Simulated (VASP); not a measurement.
# GaSe4 (Im-3m) in VASP: a series of runs

GaSe4 is run at these levels: PBE; tasks: single point, relaxation of cell and atoms.

Program: VASP 6.6.1. These are calculated values, not measurements. Logs are shortened: lines on timing, memory, paths and dates and some standing lists are left out, and cuts for length are marked.

**1. The cell of the first run**

The structure is cubic, space group Im-3m (No. 229). The conventional cell has a = 6.224 Å, b = 6.224 Å, c = 6.224 Å, α = 90.00°, β = 90.00°, γ = 90.00°. Within 3.6 Å of Ga (site symmetry m-3m) lie 8 Se at 2.69 Å. Within 3.6 Å of Se (site symmetry -3m) lie 2 Ga at 2.69 Å and 6 Se at 3.11 Å.

**2. Single point, PBE**

Input file INCAR:

```
SYSTEM = GaSe4
PREC = Accurate
ENCUT = 520
EDIFF = 1E-7
ISMEAR = 0
SIGMA = 0.1
LREAL = .False.
LASPH = .True.
NELM = 80
ALGO = Normal
ISIF = 2
LWAVE = .False.
LCHARG = .True.
GGA = PE
LELF = .True.
LVHAR = .True.
NBANDS = 26
```

Input file KPOINTS:

```
regular mesh
0
Gamma
  4 4 4
  0 0 0
```

Input file POSCAR:

```
GaSe4
1.0
   -3.1118640440      3.1118640440      3.1118640440
    3.1118640440     -3.1118640440      3.1118640440
    3.1118640440      3.1118640440     -3.1118640440
Ga Se
1 4
Direct
    0.0000000000      0.0000000000      0.0000000000
    0.5000000000      0.5000000000      0.5000000000
    0.0000000000      0.0000000000      0.5000000000
    0.0000000000      0.5000000000      0.0000000000
    0.5000000000      0.0000000000      0.0000000000
```

Potentials or basis: VASP PAW PBE potentials, release 64 (Ga_d, Se).

The run is started by

```sh
> cat potpaw_PBE.64/Ga_d/POTCAR potpaw_PBE.64/Se/POTCAR > POTCAR
> mpirun -np 1 vasp_std > vasp.out
```

OUTCAR:

```text
SYSTEM = GaSe4
   PREC = Accurate
   ENCUT = 520
   EDIFF = 1E-7
   ISMEAR = 0
   LREAL = .False.
   LASPH = .True.
   NELM = 80
   ISIF = 2
   GGA = PE

 ion  position               nearest neighbor table
   1  0.000  0.000  0.000-   2 2.69   3 2.69   4 2.69   5 2.69   3 2.69   4 2.69   5 2.69   2 2.69

   2  0.500  0.500  0.500-   1 2.69   1 2.69
   3  0.000  0.000  0.500-   1 2.69   1 2.69
   4  0.000  0.500  0.000-   1 2.69   1 2.69
   5  0.500  0.000  0.000-   1 2.69   1 2.69

  LATTYP: Found a body centered cubic cell.
 ALAT       =     6.2237280880

  Lattice vectors:

 A1 = (  -3.1118640440,   3.1118640440,   3.1118640440)
 A2 = (   3.1118640440,  -3.1118640440,   3.1118640440)
 A3 = (   3.1118640440,   3.1118640440,  -3.1118640440)

Analysis of symmetry for initial positions (statically):
=====================================================================
 Subroutine PRICEL returns:
 Original cell was already a primitive cell.

 Routine SETGRP: Setting up the symmetry group for a
 body centered cubic supercell.

 Subroutine GETGRP returns: Found 48 space group operations
 (whereof 48 operations were pure point group operations)
 out of a pool of 48 trial point group operations.

The static configuration has the point symmetry O_h .

Analysis of symmetry for dynamics (positions and initial velocities):
=====================================================================
 Subroutine PRICEL returns:
 Original cell was already a primitive cell.

 Routine SETGRP: Setting up the symmetry group for a
 body centered cubic supercell.

 Subroutine GETGRP returns: Found 48 space group operations
 (whereof 48 operations were pure point group operations)
 out of a pool of 48 trial point group operations.

The dynamic configuration has the point symmetry O_h .

 Subroutine INISYM returns: Found 48 space group operations
 (whereof 48 operations are pure point group operations),
 and found     1 'primitive' translations

----------------------------------------------------------------------------------------

                                     Primitive cell

  volume of cell :     120.5374

  direct lattice vectors                    reciprocal lattice vectors
    -3.111864044  3.111864044  3.111864044     0.000000000  0.160675400  0.160675400
     3.111864044 -3.111864044  3.111864044     0.160675400  0.000000000  0.160675400
     3.111864044  3.111864044 -3.111864044     0.160675400  0.160675400  0.000000000

  length of vectors
     5.389906630  5.389906630  5.389906630     0.227229330  0.227229330  0.227229330

  position of ions in fractional coordinates (direct lattice)
     0.000000000  0.000000000  0.000000000
     0.500000000  0.500000000  0.500000000
     0.000000000  0.000000000  0.500000000
     0.000000000  0.500000000  0.000000000
     0.500000000  0.000000000  0.000000000

  ion indices of the primitive-cell ions
   primitive index   ion index
                 1           1
                 2           2
                 3           3
                 4           4
                 5           5

----------------------------------------------------------------------------------------

 KPOINTS: regular mesh

Automatic generation of k-mesh.
 Grid dimensions read from file:
 generate k-points for:    4    4    4

 Generating k-lattice:

  Cartesian coordinates                     Fractional coordinates (reciprocal lattice)
     0.000000000  0.040168850  0.040168850     0.250000000  0.000000000  0.000000000
     0.040168850  0.000000000  0.040168850     0.000000000  0.250000000  0.000000000
     0.040168850  0.040168850  0.000000000     0.000000000  0.000000000  0.250000000

  Length of vectors
     0.056807332  0.056807332  0.056807332

  Shift w.r.t. Gamma in fractional coordinates (k-lattice)
     0.000000000  0.000000000  0.000000000

 Subroutine IBZKPT returns following result:
 ===========================================

 Found      8 irreducible k-points:

 Following reciprocal coordinates:
            Coordinates               Weight
  0.000000  0.000000  0.000000      1.000000
  0.250000  0.000000  0.000000     12.000000
  0.500000  0.000000  0.000000      6.000000
  0.250000  0.250000  0.000000     24.000000
  0.250000  0.250000  0.250000      2.000000
 -0.250000  0.250000  0.250000      6.000000
  0.500000  0.500000  0.250000     12.000000
  0.500000  0.500000  0.500000      1.000000
   k-points           NKPTS =      8   k-points in BZ     NKDIM =      8   number of bands    NBANDS=     26
   number of dos      NEDOS =    301   number of ions     NIONS =      5
   total plane-waves  NPLWV =  64000
   dimension x,y,z NGX =    40 NGY =   40 NGZ =   40
   dimension x,y,z NGXF=    80 NGYF=   80 NGZF=   80
   ions per type =               1   4
   NGX,Y,Z   is equivalent  to a cutoff of  12.34, 12.34, 12.34 a.u.
   NGXF,Y,Z  is equivalent  to a cutoff of  24.68, 24.68, 24.68 a.u.
 SYSTEM =  GaSe4
[... 44 lines left out ...]
 maximum number of plane-waves:      3300
   NGX = 19   NGY = 19   NGZ = 19

 number of electron      36.9999989 magnetization

 Free energy of the ion-electron system (eV)
  ---------------------------------------------------
  ext. energy  EPLUGINS =         0.00000000
  ---------------------------------------------------
  free energy    TOTEN  =       -15.37134660 eV

  energy without entropy =      -15.34350149  energy(sigma->0) =      -15.35742405

 E-fermi :   3.5756     XC(G=0):  -9.5364

 val. band max:        3.4100978256   @ k =   0.5000   0.5000   0.2500
 cond. band min:       3.5787865274   @ k =   0.2500   0.2500   0.0000
 fundamental gap:      0.1686887018
 Fermi energy:         3.5756349425

 k-point     1 :       0.0000    0.0000    0.0000
  band No.  band energies     occupation
      1     -11.5037      2.00000
      2     -11.5037      2.00000
      3     -11.5037      2.00000
      4     -11.3744      2.00000
      5     -11.3744      2.00000
      6     -11.3147      2.00000
[... 18 lines left out ...]
     25       9.2034      0.00000
     26      10.6607      0.00000

 k-point     2 :       0.2500    0.0000    0.0000
  band No.  band energies     occupation
      1     -11.5067      2.00000
      2     -11.4999      2.00000
      3     -11.4701      2.00000
      4     -11.3755      2.00000
      5     -11.3753      2.00000
      6     -10.9825      2.00000
[... 18 lines left out ...]
     25       9.6847      0.00000
     26      10.2682      0.00000

 k-point     3 :       0.5000    0.0000    0.0000
  band No.  band energies     occupation
      1     -11.5096      2.00000
      2     -11.4993      2.00000
      3     -11.4338      2.00000
      4     -11.3764      2.00000
      5     -11.3761      2.00000
      6     -10.1348      2.00000
[... 18 lines left out ...]
     25      10.1798      0.00000
     26      10.9738      0.00000

 k-point     4 :       0.2500    0.2500    0.0000
  band No.  band energies     occupation
      1     -11.5063      2.00000
      2     -11.4806      2.00000
      3     -11.4535      2.00000
      4     -11.3764      2.00000
      5     -11.3762      2.00000
      6     -10.3663      2.00000
[... 18 lines left out ...]
     25       9.6568      0.00000
     26      10.4190      0.00000

 k-point     5 :       0.2500    0.2500    0.2500
  band No.  band energies     occupation
      1     -11.4826      2.00000
      2     -11.4826      2.00000
      3     -11.4826      2.00000
      4     -11.3761      2.00000
      5     -11.3761      2.00000
      6      -9.7938      2.00000
[... 18 lines left out ...]
     25       9.4023      0.00000
     26      11.6735      0.00000

 k-point     6 :      -0.2500    0.2500    0.2500
  band No.  band energies     occupation
      1     -11.4786      2.00000
      2     -11.4786      2.00000
      3     -11.4668      2.00000
      4     -11.3767      2.00000
      5     -11.3765      2.00000
      6     -10.7038      2.00000
[... 18 lines left out ...]
     25       8.9032      0.00000
     26       9.6073      0.00000

 k-point     7 :       0.5000    0.5000    0.2500
  band No.  band energies     occupation
      1     -11.4755      2.00000
      2     -11.4656      2.00000
      3     -11.4345      2.00000
      4     -11.3777      2.00000
      5     -11.3776      2.00000
      6     -10.0003      2.00000
[... 18 lines left out ...]
     25       9.2763      0.00000
     26      11.3690      0.00000

 k-point     8 :       0.5000    0.5000    0.5000
  band No.  band energies     occupation
      1     -11.4351      2.00000
      2     -11.4351      2.00000
      3     -11.4351      2.00000
      4     -11.3790      2.00000
      5     -11.3790      2.00000
      6      -9.8345      2.00000
[... 18 lines left out ...]
     25       6.7456      0.00000
     26      11.7454      0.00000

------------------------ aborting loop because EDIFF is reached ----------------------------------------

  FORCE on cell =-STRESS in cart. coord.  units (eV):
  Direction    XX          YY          ZZ          XY          YZ          ZX
  --------------------------------------------------------------------------------------
  -------------------------------------------------------------------------------------
  Total       -0.2094328     -0.2094328     -0.2094328     -0.0000000      0.0000000     -0.0000000
  in kB       -2.7837707     -2.7837707     -2.7837707     -0.0000000      0.0000000     -0.0000000
  external PRESSURE =      -2.7837707 kB  Pullay stress =       0.0000000 kB

 VOLUME and BASIS-vectors are now :
 -----------------------------------------------------------------------------
  energy-cutoff  :      520.00
  volume of cell :      120.54
      direct lattice vectors                 reciprocal lattice vectors
    -3.111864044  3.111864044  3.111864044     0.000000000  0.160675400  0.160675400
     3.111864044 -3.111864044  3.111864044     0.160675400  0.000000000  0.160675400
     3.111864044  3.111864044 -3.111864044     0.160675400  0.160675400  0.000000000

 POSITION                                       TOTAL-FORCE (eV/Angst)
 -----------------------------------------------------------------------------------
      0.00000      0.00000      0.00000         0.000000      0.000000      0.000000
      1.55593      1.55593      1.55593        -0.000000     -0.000000      0.000000
      1.55593      1.55593     -1.55593        -0.000000     -0.000000      0.000000
      1.55593     -1.55593      1.55593         0.000000     -0.000000     -0.000000
     -1.55593      1.55593      1.55593         0.000000      0.000000     -0.000000
 -----------------------------------------------------------------------------------
    total drift:                                0.000000     -0.000000      0.000000

  FREE ENERGIE OF THE ION-ELECTRON SYSTEM (eV)
  ---------------------------------------------------
  free  energy   TOTEN  =       -15.3713466045 eV

  energy  without entropy=      -15.3435014901  energy(sigma->0) =      -15.35742405
```

Wall time 36 s (1 thread of Intel Xeon Platinum 8488C (Sapphire Rapids), shared host); peak memory 0.24 GiB.

Results:

- Free energy: -15.3713 eV
- Pressure: -0.3 GPa

**3. Single point, PBE**

This run uses another cell than the first one, of 26.99 Å³/atom, 1.120 times its volume.

Input file INCAR:

```
SYSTEM = GaSe4
ALGO = Normal
EDIFF = 1E-7
ENCUT = 520
GGA = PE
ISIF = 2
ISMEAR = 0
LASPH = .TRUE.
LCHARG = .TRUE.
LELF = .TRUE.
LREAL = .FALSE.
LVHAR = .TRUE.
LWAVE = .FALSE.
NBANDS = 26
NELM = 80
PREC = Accurate
SIGMA = 0.1
```

Input file KPOINTS:

```
k-points
0
G
  4 4 4
  0 0 0
```

POSCAR: that of step 2 with these lines changed.

```diff
@@ -2,5 +2,5 @@
 1.0
-   -3.1118640440      3.1118640440      3.1118640440
-    3.1118640440     -3.1118640440      3.1118640440
-    3.1118640440      3.1118640440     -3.1118640440
+   -3.2312320400      3.2312320400      3.2312320400
+    3.2312320400     -3.2312320400      3.2312320400
+    3.2312320400      3.2312320400     -3.2312320400
 Ga Se
```

Potentials or basis: VASP PAW PBE potentials, release 64 (Ga_d, Se).

The run is started by

```sh
> cat potpaw_PBE.64/Ga_d/POTCAR potpaw_PBE.64/Se/POTCAR > POTCAR
> mpirun -np 1 vasp_std > vasp.out
```

Wall time 58 s (1 thread of Intel Xeon Platinum 8488C (Sapphire Rapids), shared host); peak memory 0.25 GiB.

It converged, with:

```
Free energy : -15.1055 eV
Pressure    : -5.1 GPa
```

Levels at points of the mesh, in eV from the Fermi level:
```tsv
k point	band 15	band 16	band 17	band 18	band 19	band 20	band 21	band 22
(0.00, 0.00, 0.00)	-3.27	-3.27	0.18	0.18	0.18	1.21	1.88	1.88
(0.50, 0.00, 0.00)	-2.11	-1.91	-1.52	-1.04	-0.97	0.91	1.00	1.05
(0.50, 0.50, 0.50)	-2.64	0.81	0.81	0.81	1.25	1.25	1.25	2.54
```

**4. Relaxation of cell and atoms, PBE**

This run uses another cell than the first one, of 26.99 Å³/atom, 1.120 times its volume.

Input file INCAR:

```
PREC = Accurate
ENCUT = 600
EDIFF = 1E-6
ISMEAR = 0
SIGMA = 0.1
LREAL = False
LASPH = True
NELM = 60
ALGO = Normal
ISIF = 3
LWAVE = False
LCHARG = False
GGA = PE
IBRION = 2
NSW = 90
EDIFFG = -0.04
```

Input file KPOINTS:

```
Automatic mesh
0
Gamma
  4 4 4
```

POSCAR is that of step 3.

The run is started by

```sh
> cat potpaw_PBE.64/Ga_d/POTCAR potpaw_PBE.64/Se/POTCAR > POTCAR
> mpirun -np 1 vasp_std > vasp.out
```

Wall time 2.8 min (1 thread of Intel Xeon Platinum 8488C (Sapphire Rapids), shared host); peak memory 0.34 GiB.

Results (log left out):

```yaml
Free_energy: -15.3731 eV
Relaxed_volume: 23.98 Å³/atom
Relaxed_cell: a = 5.380 Å, b = 5.380 Å, c = 5.380 Å, α = 109.47°, β = 109.47°, γ = 109.47°
Space_group_after_relaxing_to_0.05_Å: Im-3m (No. 229)
Energy_gained_by_relaxing: 53.5 meV/atom
Ionic_steps: 3
Pressure_after_relaxing: 0.1 GPa
```

Step by step:
```
step  energy change (eV)  largest force (eV/Å)  pressure (GPa)  volume (Å³)
   1              0.0000                0.0000           -5.08       134.95
   2             -0.2661                0.0000            0.49       118.92
   3             -0.2677                0.0000            0.07       119.90
```

Final structure:
```yaml
crystal:
  lattice:
    - [-3.10636, 3.10636, 3.10636]
    - [3.10636, -3.10636, 3.10636]
    - [3.10636, 3.10636, -3.10636]
  atoms:
    - { symbol: Ga, position: [0.00000, 0.00000, 0.00000] }
    - { symbol: Se, position: [0.50000, 0.50000, 0.50000] }
    - { symbol: Se, position: [0.00000, 0.00000, 0.50000] }
    - { symbol: Se, position: [0.00000, 0.50000, 0.00000] }
    - { symbol: Se, position: [0.50000, 0.00000, 0.00000] }
```

Levels at points of the mesh, in eV from the Fermi level:
```
           k point  band 14  band 15  band 16  band 17  band 18  band 19  band 20  band 21  band 22
(0.00, 0.00, 0.00)    -3.88    -3.88    -3.81     0.18     0.18     0.18     1.49     2.28     2.28
(0.50, 0.00, 0.00)    -2.72    -2.47    -2.33    -1.78    -1.19    -1.19     1.07     1.19     1.31
(0.50, 0.50, 0.50)    -3.08    -3.08     1.00     1.00     1.00     1.49     1.49     1.49     2.45
```

**5. Single point, PBE**

This run uses another cell than the first one, of 24.02 Å³/atom, 0.997 times its volume.

Input file INCAR:

```
ALGO = Normal
EDIFF = 1E-6
ENCUT = 520
GGA = PE
ISIF = 2
ISMEAR = 0
LASPH = T
LCHARG = T
LELF = T
LREAL = F
LVHAR = T
LWAVE = F
NBANDS = 26
NELM = 80
PREC = Accurate
SIGMA = 0.1
```

Input file KPOINTS:

```
k-points
0
Gamma
  8 8 8
```

POSCAR: that of step 4 with these lines changed.

```diff
@@ -2,5 +2,5 @@
 1.0
-   -3.2312320400      3.2312320400      3.2312320400
-    3.2312320400     -3.2312320400      3.2312320400
-    3.2312320400      3.2312320400     -3.2312320400
+   -3.1082413034      3.1082413034      3.1082413034
+    3.1082413034     -3.1082413034      3.1082413034
+    3.1082413034      3.1082413034     -3.1082413034
 Ga Se
```

The run is started by

```sh
> cat potpaw_PBE.64/Ga_d/POTCAR potpaw_PBE.64/Se/POTCAR > POTCAR
> mpirun -np 1 vasp_std > vasp.out
```

Run time: 2.2 min. Hardware: 1 thread of Intel Xeon Platinum 8488C (Sapphire Rapids), shared host; peak memory 0.28 GiB.

The run converged. Its results:

```yaml
Free_energy: -15.3883 eV
Pressure: 0.1 GPa
```

Levels at points of the mesh, in eV from the Fermi level:
```
           k point  band 15  band 16  band 17  band 18  band 19  band 20  band 21  band 22
(0.00, 0.00, 0.00)    -3.85    -3.85     0.20     0.20     0.20     1.51     2.30     2.30
(0.50, 0.00, 0.00)    -2.44    -2.30    -1.76    -1.17    -1.16     1.09     1.21     1.30
(0.50, 0.50, 0.50)    -3.05     1.02     1.02     1.02     1.51     1.51     1.51     2.43
```

**6. Relaxation of cell and atoms, PBE**

Input file INCAR:

```
PREC = Accurate ; ENCUT = 600
EDIFF = 1E-6 ; ISMEAR = 0
SIGMA = 0.1 ; LREAL = F
LASPH = T ; NELM = 100
ALGO = Normal ; ISIF = 3
LWAVE = F ; LCHARG = F
GGA = PE ; IBRION = 2
NSW = 100 ; EDIFFG = -0.01
```

Input file KPOINTS:

```
regular mesh
0
Gamma
  8 8 8
```

POSCAR: that of step 5 with these lines changed.

```diff
@@ -2,5 +2,5 @@
 1.0
-   -3.1082413034      3.1082413034      3.1082413034
-    3.1082413034     -3.1082413034      3.1082413034
-    3.1082413034      3.1082413034     -3.1082413034
+   -3.1118640440      3.1118640440      3.1118640440
+    3.1118640440     -3.1118640440      3.1118640440
+    3.1118640440      3.1118640440     -3.1118640440
 Ga Se
```

Potentials or basis: VASP PAW PBE potentials, release 64 (Ga_d, Se).

The run is started by

```sh
> cat potpaw_PBE.64/Ga_d/POTCAR potpaw_PBE.64/Se/POTCAR > POTCAR
> mpirun -np 1 vasp_std > vasp.out
```

Run time: 3.2 min. Hardware: 1 thread of Intel Xeon 6975P-C, shared host; peak memory 0.39 GiB.

Results (log left out):

* Free energy: -15.3884 eV
* Relaxed volume: 24.03 Å³/atom
* Relaxed cell: a = 5.384 Å, b = 5.384 Å, c = 5.384 Å, α = 109.47°, β = 109.47°, γ = 109.47°
* Space group after relaxing (to 0.05 Å): Im-3m (No. 229)
* Energy gained by relaxing: 0.0 meV/atom
* Ionic steps: 2
* Pressure after relaxing: 0.0 GPa

Step by step:
| step | energy change (eV) | largest force (eV/Å) | pressure (GPa) | volume (Å³) |
| --- | --- | --- | --- | --- |
| 1 | 0.0000 | 0.0000 | -0.15 | 120.54 |
| 2 | -0.0001 | 0.0000 | 0.01 | 120.15 |

Final structure:
```cif
data_structure
_symmetry_space_group_name_H-M 'P 1'
_symmetry_Int_Tables_number 1
_cell_length_a 5.3841
_cell_length_b 5.3841
_cell_length_c 5.3841
_cell_angle_alpha 109.471
_cell_angle_beta 109.471
_cell_angle_gamma 109.471
_cell_volume 120.15
loop_
_atom_site_label
_atom_site_type_symbol
_atom_site_fract_x
_atom_site_fract_y
_atom_site_fract_z
_atom_site_occupancy
Ga1 Ga 0.00000 0.00000 0.00000 1
Se1 Se 0.50000 0.50000 0.50000 1
Se2 Se 0.00000 0.00000 0.50000 1
Se3 Se 0.00000 0.50000 0.00000 1
Se4 Se 0.50000 0.00000 0.00000 1
```

Levels at points of the mesh, in eV from the Fermi level:
```tsv
k point	band 16	band 17	band 18	band 19	band 20	band 21
(0.00, 0.00, 0.00)	-3.85	0.20	0.20	0.20	1.51	2.30
(0.50, 0.00, 0.00)	-2.30	-1.76	-1.17	-1.16	1.09	1.21
(0.50, 0.50, 0.50)	1.02	1.02	1.02	1.51	1.51	1.51
```

**7. Summary**

```tsv
task	cell	k mesh	cutoff (eV)	gap on the mesh (eV)	pressure (GPa)	relaxed volume (Å³/atom)
single point	a = 5.390 Å, angles 109.5°, 5 atoms	4 × 4 × 4	520	none	-0.3	-
single point	a = 5.597 Å, angles 109.5°, 5 atoms	4 × 4 × 4	520	none	-5.1	-
relaxation of cell and atoms	relaxed from a = 5.597 Å, angles 109.5°, 5 atoms	4 × 4 × 4	600	none	0.1	23.98
single point	a = 5.384 Å, angles 109.5°, 5 atoms	8 × 8 × 8	520	none	0.1	-
relaxation of cell and atoms	relaxed from a = 5.390 Å, angles 109.5°, 5 atoms	8 × 8 × 8	600	none	0.0	24.03
```

Alike in all rows: level PBE; potentials or basis VASP PAW PBE potentials, release 64 (Ga_d, Se); no spin polarisation; smearing gaussian 0.1 eV.

Total energies depend on the potentials used, so only differences within one code and one set of settings carry meaning.
